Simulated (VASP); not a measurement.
Runs of VASP 6.6.1 on Ni. The structure is that of space group Im-3m (No. 229), or close to it. The cells are those of the table. 

```csv
task,cell,cutoff (eV),k mesh for the DOS,occupations for the DOS,gap on the mesh (eV),pressure (GPa),moment (μB)
single point,"a = 2.170 Å, angles 109.5°, 1 atom",520,-,-,none,111.1,0.00
single point,"a = 1.966 Å, angles 109.5°, 1 atom",520,-,-,none,492.0,0.00
single point,"a = 2.073 Å, angles 109.5°, 1 atom",520,-,-,none,240.0,0.00
density of states,"a = 1.779 Å, angles 109.5°, 1 atom",520,33 × 33 × 33,tetrahedron,-,-,0.00
single point,"a = 2.259 Å, angles 109.5°, 1 atom",520,-,-,none,(a),0.01
density of states,"a = 2.357 Å, angles 109.5°, 1 atom",520,33 × 33 × 33,tetrahedron,-,-,(b)
relaxation of cell and atoms,"relaxed from a = 2.354 Å, angles 109.5°, 1 atom",600,-,-,none,0.0,0.01
```

Alike in all rows: level LDA; potentials or basis VASP PAW LDA potentials, release 64 (Ni); spin collinear, ferromagnetic start; k mesh 22 × 22 × 22; smearing fermi-dirac 0.1 eV.

Q: Fill in the values left out.

A: (a) 42.3; (b) 0.07.

Caveats: tetrahedron occupations give inexact forces and stress in metals (some runs).

A gap of «none» marks levels without a gap at the run's occupations.
